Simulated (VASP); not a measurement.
# Ti (P6/mmm) in VASP: a series of runs

Runs on Ti. Level: PBE. Tasks: single point.

Everything below comes from runs of VASP 6.6.1. Logs are shortened: lines on timing, memory, paths and dates and some standing lists are left out, and cuts for length are marked.

## Step 1: The cell of the first run

Symmetry: P6/mmm, No. 191, hexagonal system. Conventional cell: a = 4.567 Å, b = 4.567 Å, c = 2.826 Å, α = 90.00°, β = 90.00°, γ = 120.00°. Ti (site symmetry -6m2) has 11 Ti at 2.64 to 2.99 Å within 3.5 Å. Ti (site symmetry 6/mmm) has 14 Ti at 2.83 to 2.99 Å within 3.7 Å.

## Step 2: Single point, PBE

File INCAR:

```
SYSTEM = Ti
  ALGO = Normal
  EDIFF = 1E-6
  ENCUT = 520
  GGA = PE
  ISIF = 2
  ISMEAR = 0
  LASPH = .TRUE.
  LCHARG = .FALSE.
  LREAL = .FALSE.
  LWAVE = .FALSE.
  NBANDS = 25
  NELM = 60
  PREC = Accurate
  SIGMA = 0.019000000000000003
```

File KPOINTS:

```
k-points
0
G
  7 7 9
  0 0 0
```

File POSCAR:

```
Ti
1.0
    4.5673748306      0.0000000000      0.0000000000
   -2.2836874153      3.9554626319      0.0000000000
    0.0000000000      0.0000000000      2.8262442700
Ti
3
Direct
    0.6666666667      0.3333333333      0.5000000000
    0.3333333333      0.6666666667      0.5000000000
    0.0000000000      0.0000000000      0.0000000000
```

Potentials or basis: VASP PAW PBE potentials, release 64 (Ti_sv).

Command:

```console
> cat potpaw_PBE.64/Ti_sv/POTCAR > POTCAR
> mpirun -np 1 vasp_std > vasp.out
```

OUTCAR:

```text
SYSTEM = Ti
   EDIFF = 1E-6
   ENCUT = 520
   GGA = PE
   ISIF = 2
   ISMEAR = 0
   LASPH = .TRUE.
   LREAL = .FALSE.
   NELM = 60
   PREC = Accurate

 ion  position               nearest neighbor table
   1  0.667  0.333  0.500-   2 2.64   2 2.64   2 2.64
   2  0.333  0.667  0.500-   1 2.64   1 2.64   1 2.64
   3  0.000  0.000  0.000-

  LATTYP: Found a hexagonal cell.
 ALAT       =     4.5673748306
 C/A-ratio  =     0.6187896494

  Lattice vectors:

 A1 = (   4.5673748306,   0.0000000000,   0.0000000000)
 A2 = (  -2.2836874153,   3.9554626319,   0.0000000000)
 A3 = (   0.0000000000,   0.0000000000,   2.8262442700)

Analysis of symmetry for initial positions (statically):
=====================================================================
 Subroutine PRICEL returns:
 Original cell was already a primitive cell.

 Routine SETGRP: Setting up the symmetry group for a
 hexagonal supercell.

 Subroutine GETGRP returns: Found 24 space group operations
 (whereof 24 operations were pure point group operations)
 out of a pool of 24 trial point group operations.

The static configuration has the point symmetry D_6h.

Analysis of symmetry for dynamics (positions and initial velocities):
=====================================================================
 Subroutine PRICEL returns:
 Original cell was already a primitive cell.

 Routine SETGRP: Setting up the symmetry group for a
 hexagonal supercell.

 Subroutine GETGRP returns: Found 24 space group operations
 (whereof 24 operations were pure point group operations)
 out of a pool of 24 trial point group operations.

The dynamic configuration has the point symmetry D_6h.

 Subroutine INISYM returns: Found 24 space group operations
 (whereof 24 operations are pure point group operations),
 and found     1 'primitive' translations

----------------------------------------------------------------------------------------

                                     Primitive cell

  volume of cell :      51.0592

  direct lattice vectors                    reciprocal lattice vectors
     4.567374831  0.000000000  0.000000000     0.218944150  0.126407464  0.000000000
    -2.283687415  3.955462632  0.000000000     0.000000000  0.252814928  0.000000000
     0.000000000  0.000000000  2.826244270     0.000000000  0.000000000  0.353826458

  length of vectors
     4.567374831  4.567374831  2.826244270     0.252814928  0.252814928  0.353826458

  position of ions in fractional coordinates (direct lattice)
     0.666666667  0.333333333  0.500000000
     0.333333333  0.666666667  0.500000000
     0.000000000  0.000000000  0.000000000

  ion indices of the primitive-cell ions
   primitive index   ion index
                 1           1
                 2           2
                 3           3

----------------------------------------------------------------------------------------

 KPOINTS: k-points

Automatic generation of k-mesh.
 Grid dimensions read from file:
 generate k-points for:    7    7    9

 Generating k-lattice:

  Cartesian coordinates                     Fractional coordinates (reciprocal lattice)
     0.031277736  0.018058209  0.000000000     0.142857143 -0.000000000  0.000000000
     0.000000000  0.036116418  0.000000000     0.000000000  0.142857143  0.000000000
     0.000000000  0.000000000  0.039314051     0.000000000  0.000000000  0.111111111

  Length of vectors
     0.036116418  0.036116418  0.039314051

  Shift w.r.t. Gamma in fractional coordinates (k-lattice)
     0.000000000  0.000000000  0.000000000

 Subroutine IBZKPT returns following result:
 ===========================================

 Found     40 irreducible k-points:

 Following reciprocal coordinates:
            Coordinates               Weight
  0.000000  0.000000  0.000000      1.000000
  0.142857  0.000000  0.000000      6.000000
  0.285714  0.000000  0.000000      6.000000
  0.428571  0.000000  0.000000      6.000000
  0.142857  0.142857  0.000000      6.000000
  0.285714  0.142857  0.000000     12.000000
[... 16 lines left out ...]
  0.428571  0.142857  0.222222     12.000000
  0.285714  0.285714  0.222222     12.000000
 [... further k-points ...]
   k-points           NKPTS =     40   k-points in BZ     NKDIM =     40   number of bands    NBANDS=     25
   number of dos      NEDOS =    301   number of ions     NIONS =      3
   total plane-waves  NPLWV =  31104
   dimension x,y,z NGX =    36 NGY =   36 NGZ =   24
   dimension x,y,z NGXF=    72 NGYF=   72 NGZF=   48
   ions per type =               3
   NGX,Y,Z   is equivalent  to a cutoff of  13.10, 13.10, 14.12 a.u.
   NGXF,Y,Z  is equivalent  to a cutoff of  26.21, 26.21, 28.23 a.u.
 SYSTEM =  Ti
   PREC   = accura    normal or accurate (medium, high low for compatibility)
   ISTART =      0    job   : 0-new  1-cont  2-samecut
   ICHARG =      2    charge: 1-file 2-atom 10-const
   ISPIN  =      1    spin polarized calculation?
   LNONCOLLINEAR =      F non collinear calculations
   LSORBIT =      F    spin-orbit coupling
   LASPH  =      T    aspherical Exc in radial PAW
   ENCUT  =  520.0 eV  38.22 Ry    6.18 a.u.   8.49  8.49  5.25*2*pi/ulx,y,z
   NELM   =     60;   NELMIN=  2; NELMDL= -5     # of ELM steps
   EDIFF  = 0.1E-05   stopping-criterion for ELM
   LREAL  =      F    real-space projection
   EDIFFG = 0.1E-04   stopping-criterion for IOM
   NSW    =      0    number of steps for IOM
   IBRION =     -1    ionic relax: 0-MD 1-quasi-New 2-CG
   NFREE  =      0    steps in history (QN), initial steepest desc. (CG)
   ISIF   =      2    stress and relaxation
   ISYM   =      2    0-nonsym 1-usesym 2-fastsym
   POTIM  = 0.5000    time-step for ionic-motion
   TEBEG  =    0.0;   TEEND  =   0.0 temperature during run
   PSTRESS=    0.0 pullay stress
   NELECT =      36.0000    total number of electrons
   NUPDOWN=      -1.0000    fix difference up-down
   EMIN   =  10.00;   EMAX   =-10.00  energy-range for DOS
   EFERMI =   0.00;   METHOD = LEGACY
   ISMEAR =     0;   SIGMA  =   0.02  broadening in eV -4-tet -1-fermi 0-gaus
   EFERMI_NEDOS =   21; number of points for ismear=-14 and -15
   IALGO  =     38    algorithm
   IMIX   =      4    mixing-type and parameters
     AMIX     =   0.40;   BMIX     =  1.00
     AMIX_MAG =   1.60;   BMIX_MAG =  1.00
  volume/ion in A,a.u.               =      17.02       114.85
  Fermi-wavevector in a.u.,A,eV,Ry     =   1.457084  2.753489 28.886426  2.123092
  Thomas-Fermi vector in A             =   2.573926
   LORBIT       =      0    0 simple, 1 ext, 2 COOP (PROOUT), +10 PAW based schemes
   GGA     = PE    functional components
   LHFCALC =     F    Hartree Fock is set to
   AEXX    =    0.0000 exact exchange contribution
   IVDW    =     0    specifies the selected vdW correction
   LEPSILON=     F    determine dielectric tensor
   LRPA    =     F    only Hartree local field effects (RPA)
 non-spin polarized calculation
 Gauss-broadening in eV      SIGMA  =   0.02
  energy-cutoff  :      520.00
  volume of cell :       51.06
 maximum number of plane-waves:      1402
 NGX is ok and might be reduce to    36
   NGX = 17   NGY = 17   NGZ = 11

 number of electron      35.9999989 magnetization

 Free energy of the ion-electron system (eV)
  ---------------------------------------------------
  ext. energy  EPLUGINS =         0.00000000
  ---------------------------------------------------
  free energy    TOTEN  =       -23.52427688 eV

  energy without entropy =      -23.52381450  energy(sigma->0) =      -23.52404569

 E-fermi :   8.4304     XC(G=0): -11.5935

 val. band max:        8.4284180949   @ k =   0.4286   0.1429   0.3333
 cond. band min:       8.4712360650   @ k =   0.2857   0.1429   0.0000
 fundamental gap:      0.0428179701
 Fermi energy:         8.4304152514

 k-point     1 :       0.0000    0.0000    0.0000
  band No.  band energies     occupation
      1     -48.4457      2.00000
      2     -48.1782      2.00000
      3     -48.0110      2.00000
      4     -24.7608      2.00000
      5     -24.7608      2.00000
      6     -24.6464      2.00000
[... 17 lines left out ...]
     24      10.2560      0.00000
     25      10.3595      0.00000

 k-point     2 :       0.1429    0.0000    0.0000
  band No.  band energies     occupation
      1     -48.4430      2.00000
      2     -48.1731      2.00000
      3     -48.0191      2.00000
      4     -24.8123      2.00000
      5     -24.7950      2.00000
      6     -24.5940      2.00000
[... 17 lines left out ...]
     24       9.9978      0.00000
     25      10.7459      0.00000

 k-point     3 :       0.2857    0.0000    0.0000
  band No.  band energies     occupation
      1     -48.4373      2.00000
      2     -48.1578      2.00000
      3     -48.0408      2.00000
      4     -24.8792      2.00000
      5     -24.7957      2.00000
      6     -24.5250      2.00000
[... 17 lines left out ...]
     24      10.3514      0.00000
     25      11.2041      0.00000

 k-point     4 :       0.4286    0.0000    0.0000
  band No.  band energies     occupation
      1     -48.4330      2.00000
      2     -48.1375      2.00000
      3     -48.0659      2.00000
      4     -24.9180      2.00000
      5     -24.7468      2.00000
      6     -24.5060      2.00000
[... 17 lines left out ...]
     24      10.7002      0.00000
     25      10.9240      0.00000
[... 477 lines left out ...]
 k-point    22 :       0.2857    0.1429    0.2222
  band No.  band energies     occupation
      1     -48.4103      2.00000
      2     -48.1204      2.00000
      3     -48.0370      2.00000
      4     -24.8186      2.00000
      5     -24.7654      2.00000
      6     -24.6230      2.00000
[... 17 lines left out ...]
     24      10.6234      0.00000
     25      10.9374      0.00000

 k-point    23 :       0.4286    0.1429    0.2222
  band No.  band energies     occupation
      1     -48.4091      2.00000
      2     -48.1037      2.00000
      3     -48.0551      2.00000
      4     -24.8297      2.00000
      5     -24.7386      2.00000
      6     -24.6631      2.00000
[... 17 lines left out ...]
     24      10.8321      0.00000
     25      11.0364      0.00000

 k-point    24 :       0.2857    0.2857    0.2222
  band No.  band energies     occupation
      1     -48.4089      2.00000
      2     -48.0961      2.00000
      3     -48.0630      2.00000
      4     -24.7857      2.00000
      5     -24.7625      2.00000
      6     -24.7028      2.00000
[... 17 lines left out ...]
     24      11.0211      0.00000
     25      11.0398      0.00000

 [... further k-points ...]
[... 5 lines left out ...]
  --------------------------------------------------------------------------------------
  -------------------------------------------------------------------------------------
  Total        0.2053182      0.2053182      0.1150222      0.0000000      0.0000000      0.0000000
  in kB        6.4426488      6.4426488      3.6092632      0.0000000      0.0000000      0.0000000
  external PRESSURE =       5.4981869 kB  Pullay stress =       0.0000000 kB

 VOLUME and BASIS-vectors are now :
 -----------------------------------------------------------------------------
  energy-cutoff  :      520.00
  volume of cell :       51.06
      direct lattice vectors                 reciprocal lattice vectors
     4.567374831  0.000000000  0.000000000     0.218944150  0.126407464  0.000000000
    -2.283687415  3.955462632  0.000000000     0.000000000  0.252814928  0.000000000
     0.000000000  0.000000000  2.826244270     0.000000000  0.000000000  0.353826458

 POSITION                                       TOTAL-FORCE (eV/Angst)
 -----------------------------------------------------------------------------------
      2.28369      1.31849      1.41312         0.000000     -0.000000      0.000000
     -0.00000      2.63698      1.41312        -0.000000      0.000000     -0.000000
      0.00000      0.00000      0.00000         0.000000      0.000000      0.000000
 -----------------------------------------------------------------------------------
    total drift:                                0.000000      0.000000     -0.000000

  FREE ENERGIE OF THE ION-ELECTRON SYSTEM (eV)
  ---------------------------------------------------
  free  energy   TOTEN  =       -23.5242768849 eV

  energy  without entropy=      -23.5238144983  energy(sigma->0) =      -23.52404569
```

Wall time 43 s (1 thread of Intel Xeon Platinum 8488C (Sapphire Rapids), shared host); peak memory 0.19 GiB.

Results:

* Free energy: -23.5243 eV
* Pressure: 0.5 GPa
* Band gap on the k mesh: zero (band 18 reaches 8.63 eV, above the bottom of band 19 at 8.36 eV)

Stress tensor (GPa, compression positive):
```
0.64 0.00 0.00
0.00 0.64 0.00
0.00 0.00 0.36
```

## Step 3: Single point, PBE

File INCAR:

```
PREC     = Accurate       # precision mode
ENCUT    = 520            # plane-wave cutoff, eV
EDIFF    = 1E-7           # SCF threshold, eV
ISMEAR   = 0              # smearing method
SIGMA    = 0.02           # smearing width, eV
LREAL    = False          # projectors in reciprocal space
LASPH    = True           # aspherical terms in the spheres
NELM     = 100            # most SCF steps
ALGO     = Normal         # electronic algorithm
ISIF     = 2              # what is computed and relaxed
LWAVE    = False          # write WAVECAR
LCHARG   = False          # write CHGCAR
GGA      = PE             # functional
NBANDS   = 25             # bands
```

File KPOINTS:

```
Automatic mesh
0
Gamma
  7 7 9
```

POSCAR is that of step 2.

Potentials or basis: VASP PAW PBE potentials, release 64 (Ti_sv).

Command:

```console
> cat potpaw_PBE.64/Ti_sv/POTCAR > POTCAR
> mpirun -np 1 vasp_std > vasp.out
```

OUTCAR:

```text
PREC = Accurate
   ENCUT = 520
   EDIFF = 1E-7
   ISMEAR = 0
   LREAL = False
   LASPH = True
   NELM = 100
   ISIF = 2
   GGA = PE

 ion  position               nearest neighbor table
   1  0.667  0.333  0.500-   2 2.64   2 2.64   2 2.64
   2  0.333  0.667  0.500-   1 2.64   1 2.64   1 2.64
   3  0.000  0.000  0.000-

  LATTYP: Found a hexagonal cell.
 ALAT       =     4.5673748306
 C/A-ratio  =     0.6187896494

  Lattice vectors:

 A1 = (   4.5673748306,   0.0000000000,   0.0000000000)
 A2 = (  -2.2836874153,   3.9554626319,   0.0000000000)
 A3 = (   0.0000000000,   0.0000000000,   2.8262442700)

Analysis of symmetry for initial positions (statically):
=====================================================================
 Subroutine PRICEL returns:
 Original cell was already a primitive cell.

 Routine SETGRP: Setting up the symmetry group for a
 hexagonal supercell.

 Subroutine GETGRP returns: Found 24 space group operations
 (whereof 24 operations were pure point group operations)
 out of a pool of 24 trial point group operations.

[... 156 lines left out ...]

 Free energy of the ion-electron system (eV)
  ---------------------------------------------------
  ext. energy  EPLUGINS =         0.00000000
  ---------------------------------------------------
  free energy    TOTEN  =       -23.52430181 eV

  energy without entropy =      -23.52380678  energy(sigma->0) =      -23.52405429

 E-fermi :   8.4307     XC(G=0): -11.5935

 val. band max:        8.4283343550   @ k =   0.4286   0.1429   0.3333
 cond. band min:       8.4711401696   @ k =   0.2857   0.1429   0.0000
 fundamental gap:      0.0428058145
 Fermi energy:         8.4306582751

 k-point     1 :       0.0000    0.0000    0.0000
  band No.  band energies     occupation
      1     -48.4459      2.00000
      2     -48.1784      2.00000
      3     -48.0112      2.00000
      4     -24.7610      2.00000
      5     -24.7610      2.00000
      6     -24.6466      2.00000
[... 661 lines left out ...]
     24      11.0209      0.00000
     25      11.0397      0.00000

 [... further k-points ...]
[... 5 lines left out ...]
  --------------------------------------------------------------------------------------
  -------------------------------------------------------------------------------------
  Total        0.2056858      0.2056858      0.1172741      0.0000000      0.0000000     -0.0000000
  in kB        6.4541819      6.4541819      3.6799257      0.0000000      0.0000000     -0.0000000
  external PRESSURE =       5.5294298 kB  Pullay stress =       0.0000000 kB

 VOLUME and BASIS-vectors are now :
 -----------------------------------------------------------------------------
  energy-cutoff  :      520.00
  volume of cell :       51.06
      direct lattice vectors                 reciprocal lattice vectors
     4.567374831  0.000000000  0.000000000     0.218944150  0.126407464  0.000000000
    -2.283687415  3.955462632  0.000000000     0.000000000  0.252814928  0.000000000
     0.000000000  0.000000000  2.826244270     0.000000000  0.000000000  0.353826458

 POSITION                                       TOTAL-FORCE (eV/Angst)
 -----------------------------------------------------------------------------------
      2.28369      1.31849      1.41312        -0.000000      0.000000     -0.000000
     -0.00000      2.63698      1.41312         0.000000      0.000000      0.000000
      0.00000      0.00000      0.00000         0.000000     -0.000000      0.000000
 -----------------------------------------------------------------------------------
    total drift:                                0.000000      0.000000     -0.000000

  FREE ENERGIE OF THE ION-ELECTRON SYSTEM (eV)
  ---------------------------------------------------
  free  energy   TOTEN  =       -23.5243018074 eV

  energy  without entropy=      -23.5238067793  energy(sigma->0) =      -23.52405429
```

stdout:

```text
POSCAR found type information on POSCAR Ti
 POSCAR found :  1 types and       3 ions
 scaLAPACK will be used
 LDA part: xc-table for (Slater+PW92), standard interpolation
 POSCAR, INCAR and KPOINTS ok, starting setup
 FFT: planning ... GRIDC
 FFT: planning ... GRID_SOFT
 FFT: planning ... GRID
 WAVECAR not read
 entering main loop
```

Wall time 48 s (1 thread of Intel Xeon Platinum 8488C (Sapphire Rapids), shared host); peak memory 0.19 GiB.

Results:

```
Free energy            : -23.5243 eV
Pressure               : 0.6 GPa
Band gap on the k mesh : zero (band 18 reaches 8.63 eV, above the bottom of band 19 at 8.36 eV)
```
